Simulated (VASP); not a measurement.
Pt, 5 atoms in the cell. The cell holds a slab with vacuum, 5 atoms: a = 2.809 Å, b = 3.972 Å, c = 21.617 Å, α = 90.00°, β = 90.00°, γ = 90.00°. 

| Item | Value |
| --- | --- |
| Program | VASP 6.6.1 |
| Task | single point |
| Functional | PBE |
| Potentials or basis | VASP PAW PBE potentials, release 64 (Pt) |
| Cutoff | 520 eV |
| k mesh | 14 × 10 × 1 |
| Occupations | fermi-dirac, width 0.1 eV |
| Spin | no spin polarisation |
| Dipole correction | yes |
| Further INCAR settings | ALGO = Normal; EDIFF = 1e-07; NBANDS = 33 |

Potentials or basis: VASP PAW PBE potentials, release 64 (Pt).

Command:

```bash
$ cat potpaw_PBE.64/Pt/POTCAR > POTCAR
$ mpirun -np 1 vasp_std > vasp.out
```

Hardware: 1 thread of Intel(R) Xeon(R) 6975P-C (Granite Rapids), with other jobs on the host.

Task: How long does it take, and how much memory?

Result: Run time: 4.4 min on 1 thread of Intel(R) Xeon(R) 6975P-C (Granite Rapids), with other jobs on the host, peak memory 0.5 GiB. Counts: scf iterations 28, k points 48.
